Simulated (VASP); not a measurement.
Runs of VASP 6.6.1 on Fe. The structure is that of space group Im-3m (No. 229), or close to it. The cells are those of the table. 

```tsv
potentials or basis	cell	cutoff (eV)	second run	gap on the mesh (eV)	pressure (GPa)	moment (μB)
VASP PAW PBE potentials, release 64 (Fe)	a = 2.442 Å, angles 112.1, 109.1, 107.2°, 1 atom	520	-	none	(b)	2.14
VASP PAW PBE potentials, release 64 (Fe)	a = 2.415 Å, angles 108.2, 108.2, 112.0°, 1 atom	520	-	none	10.4	2.11
VASP PAW PBE potentials, release 64 (Fe_sv)	a = 2.483 Å, angles 107.5, 110.5, 110.5°, 1 atom	600	valence_matched	none	-10.8	(a)
VASP PAW PBE potentials, release 64 (Fe)	a = 2.396 Å, angles 107.6, 107.6, 113.3°, 1 atom	520	-	none	16.9	2.07
VASP PAW PBE potentials, release 64 (Fe)	a = 2.433 Å, angles 108.8, 108.8, 110.7°, 1 atom	520	-	none	4.3	2.13
```

Alike in all rows: task single point; level PBE; spin collinear, ferromagnetic start; k mesh 10 × 10 × 10; smearing gaussian 0.15 eV.

Question: Fill in the values left out.

Answer: (a) 2.16; (b) 2.5.

A gap of «none» marks levels without a gap at the run's occupations.

The runs don't all hold the same shells in valence.
